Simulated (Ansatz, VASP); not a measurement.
Two plane-wave programs on Ti2InC6

```
Ti In C
1.0
     0.00000    3.51203    3.51203
     3.51203    0.00000    3.51203
     3.51203    3.51203    0.00000
Ti In C
2 1 6
Cartesian
  1.7560 1.7560 1.7560
  5.2680 5.2680 5.2680
  0.0000 0.0000 0.0000
  2.2781 3.5120 3.5120
  4.7460 3.5120 3.5120
  3.5120 2.2781 3.5120
  3.5120 4.7460 3.5120
  3.5120 3.5120 2.2781
  3.5120 3.5120 4.7460
```

Change from the starting cell: species swapped into the Rb2TcCl6 type (Fm-3m, No. 225).

Alike in both runs: task single point; functional PBE; k mesh 4 × 4 × 4; occupations gaussian, width 0.1 eV; collinear spin.

|  | VASP | Ansatz |
| --- | --- | --- |
| version | VASP 6.6.1 | Ansatz 0.2.0 |
| potentials or method | VASP PAW PBE potentials, release 64 (Ti_sv, In_d, C), cutoff 520 eV | scalar-relativistic, plane waves, PAW |
| valence electrons in the cell | 61 | 61 |

```tsv
	VASP	Ansatz	Ansatz less VASP
gap on the k mesh at the Fermi level (eV)	none	none	-
pressure (GPa)	0.1	-0.4	-0.46
rms of the force components (eV/Å)	0.016	0.005	-0.0116
net moment per atom (μB)	0.00	0.18	+0.183
size of the moment on the site where the two differ most (μB)	0.00	0.56	+0.555
```

The net moments are unlike, so the other rows may belong to different states. Site moments also hang on the region over which each program counts them. Atom by atom the forces differ by 0.012 eV/Å (rms over components). A gap of «none» marks a metal or a gap that the smearing closes.

The k mesh is coarse, so the values compare programs but aren't converged.
